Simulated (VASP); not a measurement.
Wanted: the native input for a VASP 6.6.1 run.

```yaml
Task: single point
Functional: PBEsol
Potentials_or_basis: VASP PAW PBE potentials, release 64 (K_sv)
Cutoff: 520 eV
k_mesh: 14 × 14 × 14
Occupations: gaussian, width 0.15 eV
Spin: no spin polarisation
Dipole_correction: no
Further_INCAR_settings: ALGO = Fast; EDIFF = 1e-06; NBANDS = 10
```

The structure of K lies in POSCAR:

```
K
1.0
   -2.7489000000      2.7489000000      2.4871000000
    2.7489000000     -2.7489000000      2.4871000000
    2.7489000000      2.7489000000     -2.4871000000
K
1
Direct
    0.0000000000      0.0000000000      0.0000000000
```

This cell differs from its parent crystal: strain +0.050 along x and y, -0.050 along z.

These files were run (other wordings do the same):

INCAR

```
ALGO = Fast ; EDIFF = 1E-6
ENCUT = 520 ; GGA = PS
ISIF = 2 ; ISMEAR = 0
LASPH = T ; LCHARG = F
LREAL = F ; LWAVE = F
NBANDS = 10 ; NELM = 80
PREC = Accurate ; SIGMA = 0.15
```

KPOINTS

```
k-points
0
Gamma
  14 14 14
```

Potentials or basis: VASP PAW PBE potentials, release 64 (K_sv).

The run is started by

```console
$ cat potpaw_PBE.64/K_sv/POTCAR > POTCAR
$ mpirun -np 1 vasp_std > vasp.out
```

It gave:

```
Pressure               : -0.2 GPa
Band gap on the k mesh : zero (an odd number of electrons rules out a gap without spin polarisation)
```

Caveat: the cell differs from its parent crystal (strain +0.050 along x and y, -0.050 along z); the PAW data sets were made with another functional, which shifts forces and pressure a little.

Run time: 79 s on 1 thread of Intel(R) Xeon(R) 6975P-C (Granite Rapids), on a shared host, peak memory 0.32 GiB.
